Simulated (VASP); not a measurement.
**C: single point with PBE**

Crystal: C.

```
C
1.0
     2.55529    0.00000    0.00000
    -1.27764    2.21295    0.00000
     0.00000    0.00000    8.34550
C
8
Direct
  0.66667 0.33333 0.84375
  0.33333 0.66667 0.34375
  0.66667 0.33333 0.65625
  0.33333 0.66667 0.15625
  0.00000 0.00000 0.90625
  0.00000 0.00000 0.40625
  0.00000 0.00000 0.59375
  0.00000 0.00000 0.09375
```

This cell differs from its parent crystal: volume scaled by 1.04.

- Program: VASP 6.6.1
- Task: single point
- Functional: PBE
- Potentials or basis: VASP PAW PBE potentials, release 64 (C)
- Cutoff: 520 eV
- k mesh: 12 × 12 × 4
- Occupations: fermi-dirac, width 0.05 eV
- Spin: no spin polarisation

```json
{
  "Pressure": "-13.3 GPa",
  "Largest force": "0.305 eV/Å",
  "Band gap on the k mesh": "4.32 eV, indirect (least direct gap 5.10 eV)"
}
```

Forces in eV/Å, atoms in the order of the input:
```
C    0.000  0.000  0.300
C    0.000  0.000  0.300
C    0.000  0.000 -0.300
C    0.000  0.000 -0.300
C    0.000  0.000  0.305
C    0.000  0.000  0.305
C    0.000  0.000 -0.305
C    0.000  0.000 -0.305
```

Stress tensor (GPa, compression positive):
```
-17.03   0.00   0.00
  0.00 -17.03   0.00
  0.00   0.00  -5.95
```

Levels at points of the mesh, in eV from the valence-band top:
| k point | band 13 | band 14 | band 15 | band 16 | band 17 | band 18 | band 19 | band 20 |
| --- | --- | --- | --- | --- | --- | --- | --- | --- |
| (0.00, 0.00, 0.00) | -1.67 | -0.21 | 0.00 | 0.00 | 5.10 | 5.10 | 5.60 | 6.86 |
| (0.50, 0.00, 0.00) | -4.81 | -4.39 | -3.56 | -2.82 | 4.37 | 5.44 | 5.76 | 5.91 |
| (0.00, 0.00, 0.50) | -0.65 | -0.65 | -0.65 | -0.65 | 5.86 | 5.86 | 5.86 | 5.86 |
| (0.50, 0.00, 0.50) | -4.56 | -4.56 | -3.52 | -3.52 | 4.72 | 4.72 | 6.98 | 6.98 |

Wall time 100 s on 1 thread of AMD EPYC 7571, on a shared host, peak memory 0.15 GiB.

 A k mesh can miss the band edges.
